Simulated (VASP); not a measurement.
# Si in VASP: a series of runs

The runs below take Si through relaxation of the atoms, single point, with PBE+D3(BJ).

Everything below comes from runs of VASP 6.6.1. Logs are shortened: lines on timing, memory, paths and dates and some standing lists are left out, and cuts for length are marked.

### 1 The cell of the first run

The cell holds a slab with vacuum, 4 atoms: a = 3.847 Å, b = 3.847 Å, c = 34.489 Å, α = 90.00°, β = 90.00°, γ = 120.00°.

### 2 Relaxation of the atoms, PBE+D3(BJ)

INCAR

```
ALGO = Normal ; DIPOL = 0.5 0.5 0.500
EDIFF = 1E-6 ; EDIFFG = -0.01
ENCUT = 520 ; GGA = PE
IBRION = 2 ; IDIPOL = 3
ISIF = 2 ; ISMEAR = 0
IVDW = 12 ; LASPH = T
LCHARG = F ; LDIPOL = T
LREAL = F ; LWAVE = F
NELM = 100 ; NSW = 70
PREC = Accurate ; SIGMA = 0.1
```

KPOINTS

```
k-points
0
Gamma
  15 15 1
```

POSCAR

```
Si
1.0
    3.8472023568      0.0000000000      0.0000000000
   -1.9236011784      3.3317749745      0.0000000000
    0.0000000000      0.0000000000     34.4893942845
Si
4
Selective dynamics
Direct
    0.3333333333      0.6666666667      0.4521592062  F F T
    0.6666666667      0.3333333333      0.4384637331  T T T
    0.6666666667      0.3333333333      0.5615362669  F F T
    0.0000000000      0.0000000000      0.5478407938  T T T
```

Potentials or basis: VASP PAW PBE potentials, release 64 (Si).

On the command line:

```bash
$ cat potpaw_PBE.64/Si/POTCAR > POTCAR
$ mpirun -np 1 vasp_std > vasp.out
```

OUTCAR:

```text
EDIFF = 1E-6
   EDIFFG = -0.01
   ENCUT = 520
   GGA = PE
   IBRION = 2
   ISIF = 2
   ISMEAR = 0
   IVDW = 12
   LASPH = T
   LREAL = F
   NELM = 100
   NSW = 70
   PREC = Accurate
 IVDW          = 12

 ion  position               nearest neighbor table
   1  0.333  0.667  0.452-   2 2.27   2 2.27   2 2.27
   2  0.667  0.333  0.438-   1 2.27   1 2.27   1 2.27
   3  0.667  0.333  0.562-   4 2.27   4 2.27   4 2.27
   4  0.000  0.000  0.548-   3 2.27   3 2.27   3 2.27

  LATTYP: Found a hexagonal cell.
 ALAT       =     3.8472023568
 C/A-ratio  =     8.9647985954

  Lattice vectors:

 A1 = (   3.8472023568,   0.0000000000,   0.0000000000)
 A2 = (  -1.9236011784,   3.3317749745,   0.0000000000)
 A3 = (   0.0000000000,   0.0000000000,  34.4893942845)

Analysis of symmetry for initial positions (statically):
=====================================================================
 Subroutine PRICEL returns:
 Original cell was already a primitive cell.

 Routine SETGRP: Setting up the symmetry group for a
 hexagonal supercell.

 Subroutine GETGRP returns: Found 12 space group operations
 (whereof  6 operations were pure point group operations)
 out of a pool of 24 trial point group operations.

The static configuration has the point symmetry C_3v.
 The point group associated with its full space group is D_3d.

Analysis of symmetry for dynamics (positions and initial velocities):
=====================================================================
 Subroutine PRICEL returns:
 Original cell was already a primitive cell.

 Routine SETGRP: Setting up the symmetry group for a
 hexagonal supercell.

 Subroutine GETGRP returns: Found 12 space group operations
 (whereof  6 operations were pure point group operations)
 out of a pool of 24 trial point group operations.

The dynamic configuration has the point symmetry C_3v.
 The point group associated with its full space group is D_3d.

Analysis of constrained symmetry for selective dynamics:
=====================================================================
 Subroutine PRICEL returns:
 Original cell was already a primitive cell.

 Routine SETGRP: Setting up the symmetry group for a
 hexagonal supercell.

 Subroutine GETGRP returns: Found 12 space group operations
 (whereof  6 operations were pure point group operations)
 out of a pool of 24 trial point group operations.

The constrained configuration has the point symmetry C_3v.
 The point group associated with its full space group is D_3d.

 Subroutine INISYM returns: Found 12 space group operations
 (whereof  6 operations are pure point group operations),
 and found     1 'primitive' translations

----------------------------------------------------------------------------------------

                                     Primitive cell

  volume of cell :     442.0855

  direct lattice vectors                    reciprocal lattice vectors
     3.847202357  0.000000000  0.000000000     0.259929140  0.150070159  0.000000000
    -1.923601178  3.331774975  0.000000000     0.000000000  0.300140318  0.000000000
     0.000000000  0.000000000 34.489394285     0.000000000  0.000000000  0.028994420

  length of vectors
     3.847202357  3.847202357 34.489394285     0.300140318  0.300140318  0.028994420

  position of ions in fractional coordinates (direct lattice)
     0.333333333  0.666666667  0.452159206
     0.666666667  0.333333333  0.438463733
     0.666666667  0.333333333  0.561536267
     0.000000000  0.000000000  0.547840794

  ion indices of the primitive-cell ions
   primitive index   ion index
                 1           1
                 2           2
                 3           3
                 4           4

----------------------------------------------------------------------------------------

 KPOINTS: k-points

Automatic generation of k-mesh.
 Grid dimensions read from file:
 generate k-points for:   15   15    1

 Generating k-lattice:

  Cartesian coordinates                     Fractional coordinates (reciprocal lattice)
     0.017328609  0.010004677  0.000000000     0.066666667 -0.000000000  0.000000000
     0.000000000  0.020009355  0.000000000     0.000000000  0.066666667  0.000000000
     0.000000000  0.000000000  0.028994420     0.000000000  0.000000000  1.000000000

  Length of vectors
     0.020009355  0.020009355  0.028994420

  Shift w.r.t. Gamma in fractional coordinates (k-lattice)
     0.000000000  0.000000000  0.000000000

 Subroutine IBZKPT returns following result:
 ===========================================

 Found     27 irreducible k-points:

 Following reciprocal coordinates:
            Coordinates               Weight
  0.000000  0.000000  0.000000      1.000000
  0.066667  0.000000  0.000000      6.000000
  0.133333  0.000000  0.000000      6.000000
  0.200000  0.000000  0.000000      6.000000
  0.266667  0.000000  0.000000      6.000000
  0.333333  0.000000  0.000000      6.000000
[... 16 lines left out ...]
  0.333333  0.200000  0.000000     12.000000
  0.400000  0.200000  0.000000      6.000000
 [... further k-points ...]
   k-points           NKPTS =     27   k-points in BZ     NKDIM =     27   number of bands    NBANDS=     12
   number of dos      NEDOS =    301   number of ions     NIONS =      4
   total plane-waves  NPLWV = 243000
   dimension x,y,z NGX =    30 NGY =   30 NGZ =  270
   dimension x,y,z NGXF=    60 NGYF=   60 NGZF=  540
   ions per type =               4
   NGX,Y,Z   is equivalent  to a cutoff of  12.96, 12.96, 13.01 a.u.
   NGXF,Y,Z  is equivalent  to a cutoff of  25.93, 25.93, 26.03 a.u.
 SYSTEM =  unknown system
   PREC   = accura    normal or accurate (medium, high low for compatibility)
   ISTART =      0    job   : 0-new  1-cont  2-samecut
   ICHARG =      2    charge: 1-file 2-atom 10-const
   ISPIN  =      1    spin polarized calculation?
   LNONCOLLINEAR =      F non collinear calculations
   LSORBIT =      F    spin-orbit coupling
   LASPH  =      T    aspherical Exc in radial PAW
   ENCUT  =  520.0 eV  38.22 Ry    6.18 a.u.   7.15  7.15 64.13*2*pi/ulx,y,z
   NELM   =    100;   NELMIN=  2; NELMDL= -5     # of ELM steps
   EDIFF  = 0.1E-05   stopping-criterion for ELM
   LREAL  =      F    real-space projection
   EDIFFG = -.1E-01   stopping-criterion for IOM
   NSW    =     70    number of steps for IOM
   IBRION =      2    ionic relax: 0-MD 1-quasi-New 2-CG
   NFREE  =      1    steps in history (QN), initial steepest desc. (CG)
   ISIF   =      2    stress and relaxation
   ISYM   =      2    0-nonsym 1-usesym 2-fastsym
   POTIM  = 0.5000    time-step for ionic-motion
   TEBEG  =    0.0;   TEEND  =   0.0 temperature during run
   PSTRESS=    0.0 pullay stress
   NELECT =      16.0000    total number of electrons
   NUPDOWN=      -1.0000    fix difference up-down
   EMIN   =  10.00;   EMAX   =-10.00  energy-range for DOS
   EFERMI =   0.00;   METHOD = LEGACY
   ISMEAR =     0;   SIGMA  =   0.10  broadening in eV -4-tet -1-fermi 0-gaus
   EFERMI_NEDOS =   21; number of points for ismear=-14 and -15
   IALGO  =     38    algorithm
   IMIX   =      4    mixing-type and parameters
     AMIX     =   0.40;   BMIX     =  1.00
     AMIX_MAG =   1.60;   BMIX_MAG =  1.00
  volume/ion in A,a.u.               =     110.52       745.84
  Fermi-wavevector in a.u.,A,eV,Ry     =   0.541518  1.023320  3.989793  0.293242
  Thomas-Fermi vector in A             =   1.569135
   LORBIT       =      0    0 simple, 1 ext, 2 COOP (PROOUT), +10 PAW based schemes
   GGA     = PE    functional components
   LHFCALC =     F    Hartree Fock is set to
   AEXX    =    0.0000 exact exchange contribution
   IVDW    =    12    specifies the selected vdW correction
   LEPSILON=     F    determine dielectric tensor
   LRPA    =     F    only Hartree local field effects (RPA)
 conjugate gradient relaxation of ions
 non-spin polarized calculation
 Gauss-broadening in eV      SIGMA  =   0.10
  energy-cutoff  :      520.00
  volume of cell :      442.09
 maximum number of plane-waves:     11969
 NGX is ok and might be reduce to    30
   NGX = 15   NGY = 15   NGZ =129

--------------------------------------- Ionic step        1  -------------------------------------------

 number of electron      16.0000001 magnetization

 Free energy of the ion-electron system (eV)
  ---------------------------------------------------
  ext. energy  EPLUGINS =         0.00000000
  ---------------------------------------------------
  free energy    TOTEN  =       -19.16519684 eV

  energy without entropy =      -19.16378125  energy(sigma->0) =      -19.16448905

------------------------ aborting loop because EDIFF is reached ----------------------------------------

 Edisp (eV)   -1.08447

 E8    (eV) :    -0.4677

  FORCE on cell =-STRESS in cart. coord.  units (eV):
  Direction    XX          YY          ZZ          XY          YZ          ZX
  --------------------------------------------------------------------------------------
  -------------------------------------------------------------------------------------
  Total      -0.29134    -0.29134    -0.56278     0.00000     0.00000     0.00000
  in kB      -1.05584    -1.05584    -2.03959     0.00000     0.00000     0.00000
  external pressure =       -1.38 kB  Pullay stress =        0.00 kB
[... 103 lines left out ...]
  FREE ENERGIE OF THE ION-ELECTRON SYSTEM (eV)
  ---------------------------------------------------
  free  energy   TOTEN  =       -20.2584463028 eV

  energy  without entropy=      -20.2569625635  energy(sigma->0) =      -20.25770443

 dipolmoment           0.000000      0.000000     -0.000000 electrons x Angstroem

[... ionic steps 4 to 10 ...]

--------------------------------------- Ionic step       11  -------------------------------------------

 number of electron      16.0000001 magnetization

------------------------ aborting loop because EDIFF is reached ----------------------------------------

 Edisp (eV)   -1.17038

 E8    (eV) :    -0.5096
[... 73 lines left out ...]
  energy  without entropy=      -20.2997719744  energy(sigma->0) =      -20.30046923

--------------------------------------- Ionic step       13  -------------------------------------------

 number of electron      16.0000001 magnetization

 dipolmoment           0.000000      0.000000      0.000000 electrons x Angstroem

 Free energy of the ion-electron system (eV)
  ---------------------------------------------------
  ext. energy  EPLUGINS =         0.00000000
  ---------------------------------------------------
  free energy    TOTEN  =       -19.13356772 eV

  energy without entropy =      -19.13216801  energy(sigma->0) =      -19.13286786

 E-fermi :  -2.7694     XC(G=0):  -2.1787

 val. band max:       -2.8004223699   @ k =   0.2667   0.2667   0.0000
 cond. band min:      -2.4890129374   @ k =   0.3333   0.2667   0.0000
 fundamental gap:      0.3114094325
 Fermi energy:        -2.7694265987

 k-point     1 :       0.0000    0.0000    0.0000
  band No.  band energies     occupation
      1     -14.1117      2.00000
      2     -13.4479      2.00000
      3      -7.0599      2.00000
      4      -4.6791      2.00000
      5      -3.8470      2.00000
      6      -3.8470      2.00000
      7      -3.7244      2.00000
      8      -3.7244      2.00000
      9      -0.8448      0.00000
     10      -0.4445      0.00000
     11      -0.3618      0.00000
     12       0.0745      0.00000
[... 331 lines left out ...]
 k-point    24 :       0.4000    0.2000    0.0000
  band No.  band energies     occupation
      1     -11.2843      2.00000
      2     -11.0611      2.00000
      3     -10.0106      2.00000
      4      -9.8286      2.00000
      5      -6.8432      2.00000
      6      -6.4654      2.00000
      7      -4.0075      2.00000
      8      -3.4694      2.00000
      9      -2.1211      0.00000
     10      -1.9129      0.00000
     11       0.6492      0.00000
     12       1.1627      0.00000

 [... further k-points ...]

------------------------ aborting loop because EDIFF is reached ----------------------------------------

 vacuum level on the upper side and lower side of the slab       (xc-potential included)        -0.044        -0.044

 Edisp (eV)   -1.16771

 E8    (eV) :    -0.5083

  FORCE on cell =-STRESS in cart. coord.  units (eV):
  Direction    XX          YY          ZZ          XY          YZ          ZX
  --------------------------------------------------------------------------------------
  -------------------------------------------------------------------------------------
  Total      -0.87311    -0.87311     0.01484     0.00000     0.00000     0.00000
  in kB      -3.16427    -3.16427     0.05379     0.00000     0.00000     0.00000
  external pressure =       -2.09 kB  Pullay stress =        0.00 kB
[... 19 lines left out ...]
  FREE ENERGIE OF THE ION-ELECTRON SYSTEM (eV)
  ---------------------------------------------------
  free  energy   TOTEN  =       -20.3012799676 eV

  energy  without entropy=      -20.2998802589  energy(sigma->0) =      -20.30058011

 reached required accuracy - stopping structural energy minimisation

 vacuum level on the upper side and lower side of the slab         1.859         1.859
```

Wall time 16 min (1 thread of AMD EPYC 9R45 (Zen 5), shared host); peak memory 0.59 GiB.

Results:

| Item | Value |
| --- | --- |
| Free energy | -20.3013 eV |
| Energy gained by relaxing | 12.9 meV/atom |
| Ionic steps | 13 |
| Band gap on the k mesh | zero (bands 8 and 9 overlap by 0.16 eV) |
| Dispersion energy per atom | -0.292 eV |

Step by step:
```tsv
step	energy change (eV)	largest force on free atoms (eV/Å)	pressure (GPa)
1	0.0000	0.1635	-0.14
2	-0.0025	0.1519	-0.15
3	-0.0088	0.1125	-0.20
4	-0.0154	0.1486	-0.31
5	-0.0198	0.1375	-0.30
6	-0.0317	0.1024	-0.28
7	-0.0480	0.0491	-0.22
8	-0.0212	0.2458	0.04
9	-0.0504	0.0464	-0.19
10	-0.0507	0.0429	-0.17
11	-0.0514	0.0106	-0.21
12	-0.0515	0.0171	-0.20
13	-0.0516	0.0052	-0.21
```

Final structure:
```xyz
4
Lattice="3.8472 0.0000 0.0000 -1.9236 3.3318 0.0000 0.0000 0.0000 34.4894" Properties=species:S:1:pos:R:3 pbc="T T T"
Si    0.0000    2.2212   15.8503
Si    1.9236    1.1106   15.2990
Si    1.9236    1.1106   19.1904
Si    0.0000    0.0000   18.6391
```

### 3 Single point, PBE+D3(BJ)

INCAR

```
PREC = Accurate
ENCUT = 520
EDIFF = 1E-6
ISMEAR = 0
SIGMA = 0.1
LREAL = False
LASPH = True
NELM = 80
ALGO = Normal
ISIF = 2
LWAVE = False
LCHARG = True
LDIPOL = True
IDIPOL = 3
DIPOL = 0.5 0.5 0.500
GGA = PE
IVDW = 12
LELF = True
LVHAR = True
LVACPOTAV = True
NBANDS = 16
```

KPOINTS

```
Automatic mesh
0
Gamma
  15 15 1
```

POSCAR

```
Si
1.0
    3.8472023568      0.0000000000      0.0000000000
   -1.9236011784      3.3317749745      0.0000000000
    0.0000000000      0.0000000000     34.4893942845
Si
4
Direct
    0.3333333333      0.6666666667      0.4715632498
    0.6666666667      0.3333333333      0.4467808088
    0.3333333333      0.6666666667      0.5532190796
    0.6666666667      0.3333333333      0.5284368618
```

Potentials or basis: VASP PAW PBE potentials, release 64 (Si).

On the command line:

```bash
$ cat potpaw_PBE.64/Si/POTCAR > POTCAR
$ mpirun -np 1 vasp_std > vasp.out
```

OUTCAR:

```text
PREC = Accurate
   ENCUT = 520
   EDIFF = 1E-6
   ISMEAR = 0
   LREAL = False
   LASPH = True
   NELM = 80
   ISIF = 2
   GGA = PE
   IVDW = 12
 IVDW          = 12

 ion  position               nearest neighbor table
   1  0.333  0.667  0.472-   2 2.38   2 2.38   2 2.38   3 2.82   4 2.96   4 2.96   4 2.96
   2  0.667  0.333  0.447-   1 2.38   1 2.38   1 2.38   4 2.82
   3  0.333  0.667  0.553-   4 2.38   4 2.38   4 2.38   1 2.82
   4  0.667  0.333  0.528-   3 2.38   3 2.38   3 2.38   2 2.82   1 2.96   1 2.96   1 2.96

  LATTYP: Found a hexagonal cell.
 ALAT       =     3.8472023568
 C/A-ratio  =     8.9647985954

  Lattice vectors:

 A1 = (   3.8472023568,   0.0000000000,   0.0000000000)
 A2 = (  -1.9236011784,   3.3317749745,   0.0000000000)
 A3 = (   0.0000000000,   0.0000000000,  34.4893942845)

Analysis of symmetry for initial positions (statically):
=====================================================================
 Subroutine PRICEL returns:
 Original cell was already a primitive cell.

 Routine SETGRP: Setting up the symmetry group for a
 hexagonal supercell.

 Subroutine GETGRP returns: Found 12 space group operations
 (whereof 12 operations were pure point group operations)
 out of a pool of 24 trial point group operations.

The static configuration has the point symmetry D_3d.
[... 184 lines left out ...]
      6      -4.1182      2.00000
[... 433 lines left out ...]
      3     -10.2327      2.00000
      4      -9.0555      2.00000
      5      -7.3821      2.00000
      6      -5.7110      2.00000
[... 8 lines left out ...]
     15       3.7145      0.00000
     16       3.7890      0.00000

 [... further k-points ...]

------------------------ aborting loop because EDIFF is reached ----------------------------------------

 vacuum level on the upper side and lower side of the slab       (xc-potential included)        -0.101        -0.101

 Edisp (eV)   -0.97855

 E8    (eV) :    -0.4260

  FORCE on cell =-STRESS in cart. coord.  units (eV):
  Direction    XX          YY          ZZ          XY          YZ          ZX
  --------------------------------------------------------------------------------------
  -------------------------------------------------------------------------------------
  Total      -2.14576    -2.14576    -0.05116     0.00000    -0.00000    -0.00000
  in kB      -7.77652    -7.77652    -0.18542     0.00000    -0.00000    -0.00000
  external pressure =       -5.25 kB  Pullay stress =        0.00 kB

 VOLUME and BASIS-vectors are now :
 -----------------------------------------------------------------------------
  energy-cutoff  :      520.00
  volume of cell :      442.09
      direct lattice vectors                 reciprocal lattice vectors
     3.847202357  0.000000000  0.000000000     0.259929140  0.150070159  0.000000000
    -1.923601178  3.331774975  0.000000000     0.000000000  0.300140318  0.000000000
     0.000000000  0.000000000 34.489394285     0.000000000  0.000000000  0.028994420

 POSITION                                       TOTAL-FORCE (eV/Angst)
 -----------------------------------------------------------------------------------
     -0.00000      2.22118     16.26393         0.000000      0.000000      0.000338
      1.92360      1.11059     15.40920        -0.000000      0.000000      0.011561
     -0.00000      2.22118     19.08019         0.000000     -0.000000     -0.011561
      1.92360      1.11059     18.22547        -0.000000      0.000000     -0.000338
 -----------------------------------------------------------------------------------
    total drift:                               -0.000000      0.000000     -0.000036

  FREE ENERGIE OF THE ION-ELECTRON SYSTEM (eV)
  ---------------------------------------------------
  free  energy   TOTEN  =       -20.5801964249 eV

  energy  without entropy=      -20.5757786451  energy(sigma->0) =      -20.57798753

 vacuum level on the upper side and lower side of the slab         1.966         1.966
```

stdout:

```text
POSCAR found type information on POSCAR Si
 POSCAR found :  1 types and       4 ions
 scaLAPACK will be used
 LDA part: xc-table for (Slater+PW92), standard interpolation
 POSCAR, INCAR and KPOINTS ok, starting setup
 FFT: planning ... GRIDC
 FFT: planning ... GRID_SOFT
 FFT: planning ... GRID
 WAVECAR not read
 entering main loop
```

It took 10 min on 1 thread of Intel Xeon 8259CL, shared host; peak memory 0.61 GiB.

What came out:

- Free energy: -20.5802 eV
- Largest force: 0.012 eV/Å
- Band gap on the k mesh: zero (bands 8 and 9 overlap by 0.14 eV)
- Dispersion energy per atom: -0.245 eV
- Work function of the upper face: 4.91 eV
- Work function of the lower face: 4.91 eV

Forces in eV/Å, atoms in the order of the input:
```
Si   0.000  0.000  0.000
Si   0.000  0.000  0.012
Si   0.000  0.000 -0.012
Si   0.000  0.000  0.000
```

Levels at points of the mesh, in eV from the Fermi level:
| k point | band 5 | band 6 | band 7 | band 8 | band 9 | band 10 | band 11 | band 12 |
| --- | --- | --- | --- | --- | --- | --- | --- | --- |
| (0.00, 0.00, 0.00) | -1.37 | -1.17 | 0.12 | 0.12 | 0.18 | 1.99 | 2.56 | 2.56 |

[end of part 1 of 2]

The gap in the log of VASP goes by the Fermi energy; the results here count the filled bands.